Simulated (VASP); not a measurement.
Write the native input for VASP 6.6.1 that does the following.

```
Task                   : single point
Functional             : PBEsol
Potentials or basis    : VASP PAW PBE potentials, release 64 (Ge_d)
Cutoff                 : 520 eV
k mesh                 : 18 × 18 × 18
Occupations            : gaussian, width 0.15 eV
Spin                   : no spin polarisation
Dipole correction      : no
Further INCAR settings : ALGO = Normal; EDIFF = 1e-07; NBANDS = 21
```

The structure of Ge lies in POSCAR:

```
Ge
1.0
    0.0000000000      2.9230171483      2.7953125156
    2.9230171483      0.0000000000      2.7953125156
    2.9230171483      2.9230171483      0.0000000000
Ge
2
Direct
    0.5000000000      0.5000000000      0.5000000000
    0.7500000000      0.7500000000      0.7500000000
```

This cell differs from its parent crystal: strain +0.030 along x and y, -0.015 along z.

These files were run (other wordings do the same):

INCAR

```
PREC     = Accurate       # precision mode
ENCUT    = 520            # plane-wave cutoff, eV
EDIFF    = 1E-7           # SCF threshold, eV
ISMEAR   = 0              # smearing method
SIGMA    = 0.15           # smearing width, eV
LREAL    = False          # projectors in reciprocal space
LASPH    = True           # aspherical terms in the spheres
NELM     = 60             # most SCF steps
ALGO     = Normal         # electronic algorithm
ISIF     = 2              # what is computed and relaxed
LWAVE    = False          # write WAVECAR
LCHARG   = True           # write CHGCAR
GGA      = PS             # functional
LELF     = True           # ELF
LVHAR    = True         
NBANDS   = 21             # bands
```

KPOINTS

```
regular mesh
0
Gamma
  18 18 18
```

Potentials or basis: VASP PAW PBE potentials, release 64 (Ge_d).

Run with:

```bash
$ cat potpaw_PBE.64/Ge_d/POTCAR > POTCAR
$ mpirun -np 1 vasp_std > vasp.out
```

It gave:

```
Pressure               : -2.7 GPa
Band gap on the k mesh : zero (bands 14 and 15 overlap by 0.08 eV)
```

Caveat: the cell differs from its parent crystal (strain +0.030 along x and y, -0.015 along z); semilocal functionals underestimate gaps, and a narrow one can read as zero; the PAW data sets were made with another functional, which shifts forces and pressure a little.

Wall time 2.9 min on 1 thread of Intel(R) Xeon(R) 6975P-C (Granite Rapids), on a shared host, peak memory 0.46 GiB.
